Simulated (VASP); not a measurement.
Input of a VASP 6.6.1 run:

Contents of INCAR:

```
PREC = Accurate
ENCUT = 600
EDIFF = 1E-6
ISMEAR = -1
SIGMA = 0.02
LREAL = F
LASPH = T
NELM = 100
ALGO = Normal
ISIF = 3
LWAVE = F
LCHARG = F
IBRION = 2
NSW = 80
EDIFFG = -0.005
```

File KPOINTS:

```
Automatic mesh
0
Gamma
  8 8 8
```

The input POSCAR:

```
MgS
1.0
    3.2740189688      0.0000000000      0.0000000000
    0.0000000000      3.2740189688      0.0000000000
    0.0000000000      0.0000000000      3.2740189688
Mg S
1 1
Direct
    0.0000000000      0.0000000000      0.0000000000
    0.5000000000      0.5000000000      0.5000000000
```

Potentials or basis: VASP PAW LDA potentials, release 64 (Mg, S).

The run is started by

```console
$ cat potpaw_LDA.64/Mg/POTCAR potpaw_LDA.64/S/POTCAR > POTCAR
$ mpirun -np 1 vasp_std > vasp.out
```

Question: Predict the relaxed volume.

Answer: 16.47 Å³/atom.

Question: Estimate the space group after relaxing (to 0.1 Å).

Answer: Pm-3m (No. 221).

Question: Estimate the band gap on the k mesh.

Answer: Zero (bands 4 and 5 overlap by 0.54 eV).

The path:
| step | energy change (eV) | largest force (eV/Å) | pressure (GPa) | volume (Å³) |
| --- | --- | --- | --- | --- |
| 1 | 0.0000 | 0.0000 | -4.52 | 35.09 |
| 2 | -0.0311 | 0.0000 | 0.72 | 32.64 |
| 3 | -0.0318 | 0.0000 | 0.01 | 32.93 |

Caveat: semilocal functionals underestimate gaps, so a narrow gap can read as zero.
